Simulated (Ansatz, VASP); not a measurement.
**One calculation of Sn, two programs**

The input INCAR:

```
ALGO = Normal
EDIFF = 1E-6
ENCUT = 520
GGA = PE
ISIF = 2
ISMEAR = 0
LASPH = True
LCHARG = True
LELF = True
LREAL = False
LVHAR = True
LWAVE = False
NBANDS = 21
NELM = 100
PREC = Accurate
SIGMA = 0.1
```

Contents of KPOINTS:

```
k-points
0
Gamma
  6 6 6
```

The input POSCAR:

```
Sn
1.0
    5.0417528700      0.0000000000      0.0000000000
   -2.5208764300      4.3662860600      0.0000000000
    0.0000000000      0.0000000000      2.7235571600
Sn
2
Direct
    0.3333333300      0.6666666700      0.0000000000
    0.6666666700      0.3333333300      0.0000000000
```

Input for Ansatz:

```yaml
crystal:
  lattice:
    - [5.04175287, 0.0, 0.0]
    - [-2.52087643, 4.36628606, 0.0]
    - [0.0, 0.0, 2.72355716]
  atoms:
    - { symbol: Sn, position: [0.33333333, 0.66666667, 0.0] }
    - { symbol: Sn, position: [0.66666667, 0.33333333, 0.0] }
basis:
  ecutwfc: 420
kpoints:
  mp_grid: { grid: [6, 6, 6] }
hamiltonian:
  xc: pbe
scf:
  occupations: { method: gaussian, width: 0.1 }
  lower_state_search: "off"
output:
  forces: true
  stress: true
  eigenvalues: true
```

Alike in both runs: task single point; functional PBE; k mesh 6 × 6 × 6; occupations gaussian, width 0.1 eV; no spin polarisation.

```csv
,VASP,Ansatz
version,VASP 6.6.1,Ansatz 0.2.0
potentials or method,"VASP PAW PBE potentials, release 64 (Sn_d), cutoff 520 eV","scalar-relativistic, plane waves, PAW"
valence electrons in the cell,28,28
```

Ansatz gave:

- gap on the k mesh at the Fermi level (eV): none
- pressure (GPa): 12.4
- traceless stress, the component that is largest in VASP (GPa): 14.55

**Question.** Which values does VASP return?

**Answer.** gap on the k mesh at the Fermi level (eV): none; pressure (GPa): 12.3; traceless stress, the component that is largest in VASP (GPa): 14.50.

A gap of «none» marks a metal or a gap that the smearing closes.

The k mesh is coarse, so the values compare programs but aren't converged.
